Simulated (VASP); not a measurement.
Write the native input for VASP 6.6.1 that does the following.

- Task: single point
- Functional: PBE
- Potentials or basis: VASP PAW PBE potentials, release 64 (H, C, N)
- Cutoff: 520 eV
- k mesh: 2 × 3 × 1
- Occupations: fermi-dirac, width 0.05 eV
- Spin: no spin polarisation
- Dipole correction: no
- Further INCAR settings: LREAL = Auto; ALGO = Normal; EDIFF = 1e-07; NBANDS = 76

The structure of H7C24N lies in POSCAR:

```
H7C24N
1.0
    7.5731140000      0.0000000000      0.0000000000
    2.5243710000      4.3723390000      0.0000000000
    0.0000000000      0.0000000000     16.6764260000
H C N
7 24 1
Direct
    0.1111147773      0.1666613682      0.0599648870
    0.4444518959      0.1666613682      0.0599648870
    0.7777758100      0.1666613682      0.0599648870
    0.1111143667      0.6666683439      0.0599648870
    0.4444382808      0.6666683439      0.0599648870
    0.7777753994      0.6666683439      0.0599648870
    0.7112083071      0.4941977280      0.4405380385
    0.1111147773      0.1666613682      0.1259262626
    0.4444518959      0.1666613682      0.1259262626
    0.7777758100      0.1666613682      0.1259262626
    0.1111143667      0.6666683439      0.1259262626
    0.4444382808      0.6666683439      0.1259262626
    0.7777753994      0.6666683439      0.1259262626
   -0.1111075641      0.3333227364      0.1568261689
    0.2222295545      0.3333227364      0.1568261689
    0.5555534686      0.3333227364      0.1568261689
   -0.1111079747      0.8333297121      0.1568261689
    0.2222291440      0.8333297121      0.1568261689
    0.5555530580      0.8333297121      0.1568261689
   -0.1000146750      0.3065407325      0.2401173969
    0.2198235583      0.3506818662      0.2715270046
    0.5473378665      0.3345577733      0.2630479696
   -0.1119192907      0.8322776436      0.2639714289
    0.2190060280      0.8237467406      0.2661841332
    0.5460448605      0.8368975965      0.2591262660
    0.0035182422     -0.0132880822      0.2632158713
    0.3172047519      0.0160326086      0.2694762055
    0.6636605959     -0.0002287105      0.2721566360
    0.0081387399      0.4957529597      0.2800839940
    0.3268146873      0.5019052731      0.2646970040
    0.6706282794      0.4992751020      0.3100844270
    0.7862677654      0.4802006432      0.3761357500
```

The input as run:

INCAR

```
ALGO = Normal
EDIFF = 1E-7
ENCUT = 520
GGA = PE
ISIF = 2
ISMEAR = -1
LASPH = T
LCHARG = F
LREAL = Auto
LWAVE = F
NBANDS = 76
NELM = 100
PREC = Accurate
SIGMA = 0.05
```

KPOINTS

```
k-points
0
Gamma
  2 3 1
```

Potentials or basis: VASP PAW PBE potentials, release 64 (H, C, N).

Launch:

```bash
$ cat potpaw_PBE.64/H/POTCAR potpaw_PBE.64/C/POTCAR potpaw_PBE.64/N/POTCAR > POTCAR
$ mpirun -np 1 vasp_std > vasp.out
```

Results of the run:

* Largest force: 7.414 eV/Å

Caveat: the k points lie up to 0.48 Å⁻¹ apart.

Run time: 13 min on 1 thread of Oxide Virtual Turin-like Processor, with other jobs on the host, peak memory 0.58 GiB.
